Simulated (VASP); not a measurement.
Crystal: AlCo (WC type).

```
Co Al
1.0
     3.18757    0.00000    0.00000
    -1.59378    2.76051    0.00000
     0.00000    0.00000    3.12382
Co Al
1 1
Direct
  0.00000 0.00000 0.00000
  0.33333 0.66667 0.50000
```

```yaml
Program: VASP 6.6.1
Task: relaxation of cell and atoms
Functional: PBE
Potentials_or_basis: VASP PAW PBE potentials, release 64 (Co, Al)
Cutoff: 600 eV
k_mesh: 15 × 15 × 14
Occupations: fermi-dirac, width 0.1 eV
Spin: no spin polarisation
```

At the start: pressure -5.0 GPa; volume 13.74 Å³/atom.

Task: How do energy, volume and symmetry change on relaxing?

Result: Over 22 steps the energy falls by 222.6 meV/atom and the volume is 12.22 Å³/atom (-11.1 %); space group P-6m2 (No. 187, to 0.1 Å) before and after.

Step by step:
| step | energy change (eV) | largest force (eV/Å) | pressure (GPa) | volume (Å³) |
| --- | --- | --- | --- | --- |
| 1 | 0.0000 | 0.0000 | -5.01 | 27.49 |
| 2 | -0.0413 | 0.0000 | 2.42 | 25.81 |
| 3 | -0.0418 | 0.0000 | 3.37 | 25.63 |
| 4 | -0.0780 | 0.0000 | 4.47 | 25.27 |
| 5 | -0.1967 | 0.0000 | 8.92 | 24.13 |
| 6 | -0.2287 | 0.0000 | 26.61 | 21.58 |
| 7 | -0.2819 | 0.0000 | 17.43 | 22.65 |
| 8 | -0.2775 | 0.0000 | 20.43 | 22.25 |
| 9 | -0.2954 | 0.0000 | 19.88 | 22.26 |
| 10 | -0.3281 | 0.0000 | 18.58 | 22.26 |
| 11 | -0.2809 | 0.0000 | 17.84 | 22.18 |
| 12 | -0.3312 | 0.0000 | 18.15 | 22.25 |
| 13 | -0.3540 | 0.0000 | 15.95 | 22.46 |
| 14 | -0.4061 | 0.0000 | 9.98 | 23.11 |
| 15 | -0.4448 | 0.0000 | 0.12 | 24.45 |
| 16 | -0.4448 | 0.0000 | 0.40 | 24.40 |
| 17 | -0.4449 | 0.0000 | 0.36 | 24.40 |
| 18 | -0.4451 | 0.0000 | 0.29 | 24.41 |
| 19 | -0.4451 | 0.0000 | 0.15 | 24.41 |
| 20 | -0.4451 | 0.0000 | 0.20 | 24.41 |
| 21 | -0.4452 | 0.0000 | 0.08 | 24.43 |
| 22 | -0.4452 | 0.0000 | 0.00 | 24.44 |

Final structure:
```
CELL_PARAMETERS angstrom
2.73251 0.00000 0.00000
-1.36625 2.36642 0.00000
0.00000 0.00000 3.78016
ATOMIC_POSITIONS crystal
Co 0.00000 0.00000 0.00000
Al 0.33333 0.66667 0.50000
```

Caveat: a cell axis changed by over 15 % at a fixed basis, so the end point is rough; the run has no spin polarisation, though such a crystal can be magnetic.
